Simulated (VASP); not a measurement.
Set up this calculation in VASP 6.6.1, as the native input.

- Task: relaxation of cell and atoms
- Functional: RPBE
- Potentials or basis: VASP PAW PBE potentials, release 64 (Au, Al)
- Cutoff: 600 eV
- k mesh: 8 × 8 × 8
- Occupations: fermi-dirac, width 0.05 eV
- Spin: no spin polarisation
- Dipole correction: no
- Further INCAR settings: ALGO = Normal; EDIFF = 1e-06; IBRION = 2; EDIFFG = -0.01; NSW = 60; ISIF = 3

The structure of Al2Au lies in POSCAR:

```
Al2Au
1.0
    0.0000000000      3.0000000000      3.0000000000
    3.0000000000      0.0000000000      3.0000000000
    3.0000000000      3.0000000000      0.0000000000
Au Al
1 2
Direct
    0.0000000000      0.0000000000      0.0000000000
    0.7500000000      0.7500000000      0.7500000000
    0.2500000000      0.2500000000      0.2500000000
```

These files were run (other wordings do the same):

INCAR

```
SYSTEM = Al2Au
  PREC = Accurate
  ENCUT = 600
  EDIFF = 1E-6
  ISMEAR = -1
  SIGMA = 0.05
  LREAL = .FALSE.
  LASPH = .TRUE.
  NELM = 80
  ALGO = Normal
  ISIF = 3
  LWAVE = .FALSE.
  LCHARG = .FALSE.
  GGA = RP
  IBRION = 2
  NSW = 60
  EDIFFG = -0.01
```

KPOINTS

```
regular mesh
0
G
  8 8 8
  0 0 0
```

Potentials or basis: VASP PAW PBE potentials, release 64 (Au, Al).

Run with:

```sh
$ cat potpaw_PBE.64/Au/POTCAR potpaw_PBE.64/Al/POTCAR > POTCAR
$ mpirun -np 1 vasp_std > vasp.out
```

Results of the run:

| Quantity | Value |
| --- | --- |
| Relaxed volume | 18.85 Å³/atom |
| Relaxed cell | a = 4.308 Å, b = 4.308 Å, c = 4.308 Å, α = 60.00°, β = 60.00°, γ = 60.00° |
| Space group after relaxing (to 0.05 Å) | Fm-3m (No. 225) |
| Energy gained by relaxing | 12.8 meV/atom |
| Ionic steps | 3 |
| Pressure after relaxing | 0.0 GPa |

Caveat: the PAW data sets were made with another functional, which shifts forces and pressure a little.

Wall time 88 s on 1 thread of AMD EPYC 7R43 64-Core Processor (Zen 3), with other jobs on the host, peak memory 0.18 GiB.
